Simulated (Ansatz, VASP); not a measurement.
**Ta2N in VASP and in Ansatz**

```
CELL_PARAMETERS angstrom
3.11286 0.00000 0.00000
-1.55643 2.69582 0.00000
0.00000 0.00000 4.86984
ATOMIC_POSITIONS crystal
Ta 0.35814 0.66415 0.26111
Ta 0.67420 0.31468 0.74086
N 0.00672 0.01860 0.00016
```

Alike in both runs: task relaxation of cell and atoms; functional RPBE; k mesh 8 × 8 × 4; occupations gaussian, width 0.1 eV; no spin polarisation.

|  | VASP | Ansatz |
| --- | --- | --- |
| version | VASP 6.6.1 | Ansatz 0.2.0 |
| potentials or method | VASP PAW PBE potentials, release 64 (Ta_pv, N) | JTH PAW |
| plane-wave cutoff (eV) | 600 | 1320 |
| valence electrons in the cell | 27 | 31 |

```tsv
	VASP	Ansatz	Ansatz less VASP
gap on the k mesh at the Fermi level, each at its own relaxed structure (eV)	none	none	-
relaxed volume (Å³/atom)	13.76	13.73	-0.023
relaxed cell length with the largest relative difference (Å)	3.113	3.111	-0.0026
```

VASP's potentials were made for PBE, not for RPBE. A gap of «none» marks a metal or a gap that the smearing closes. VASP's potentials hold 27 valence electrons a cell and Ansatz's 31, so a difference there can come from the potentials and not from the codes.

Spin-orbit coupling is off throughout. Noted on Ansatz's run: the plane-wave basis is chosen anew once the cell has moved, so the energies of steps on either side of that aren't comparable.
